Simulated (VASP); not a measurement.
A run of VASP 6.6.1:

File INCAR:

```
PREC = Accurate
ENCUT = 520
EDIFF = 1E-6
ISMEAR = -1
SIGMA = 0.1
LREAL = False
LASPH = True
NELM = 60
ALGO = Normal
ISIF = 2
LWAVE = False
LCHARG = False
GGA = PS
NBANDS = 12
```

KPOINTS

```
regular mesh
0
Gamma
  9 9 9
```

Contents of POSCAR:

```
Cd
1.0
    0.0000000000      2.2616541821      2.2616541821
    2.2616541821      0.0000000000      2.2616541821
    2.2616541821      2.2616541821      0.0000000000
Cd
1
Direct
    0.0000000000      0.0000000000      0.0000000000
```

Potentials or basis: VASP PAW PBE potentials, release 64 (Cd).

The run is started by

```sh
$ cat potpaw_PBE.64/Cd/POTCAR > POTCAR
$ mpirun -np 1 vasp_std > vasp.out
```

Hardware: 1 thread of Intel Xeon 6975P-C (shared host).

Question: How long does it take, and how much memory?

Answer: Wall time 4.8 s on 1 thread of Intel Xeon 6975P-C, on a shared host, peak memory 0.14 GiB. Counts: scf iterations 11, k points 35.
